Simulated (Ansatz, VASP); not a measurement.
## Ni in VASP and in Ansatz

```
Ni
1.0
     2.44802    0.00000    0.00000
    -1.22401    2.12005    0.00000
     0.00000    0.00000    4.07281
Ni
2
Direct
  0.66667 0.33333 0.75000
  0.33333 0.66667 0.25000
```

Alike in both runs: task single point; functional PBE; k mesh 12 × 12 × 7; occupations fermi-dirac, width 0.05 eV; collinear spin; fixed moment 1.5 μB.

```csv
,VASP,Ansatz
version,VASP 6.6.1,Ansatz 0.2.0
potentials or method,"VASP PAW PBE potentials, release 64 (Ni), cutoff 600 eV","all-electron LAPW, scalar-relativistic"
```

VASP gave:

| Property | Result |
| --- | --- |
| pressure (GPa) | 7.7 |
| traceless stress, the component that is largest in VASP (GPa) | -2.56 |
| size of the moment on the site where the two differ most (μB) | 0.76 |

Task: Which values does Ansatz return?

Result: Pressure (GPa): 7.8; traceless stress, the component that is largest in VASP (GPa): -2.59; size of the moment on the site where the two differ most (μB): 0.77.

Site moments also hang on the region over which each program counts them. Ansatz ran all-electron here, and VASP with PAW potentials.
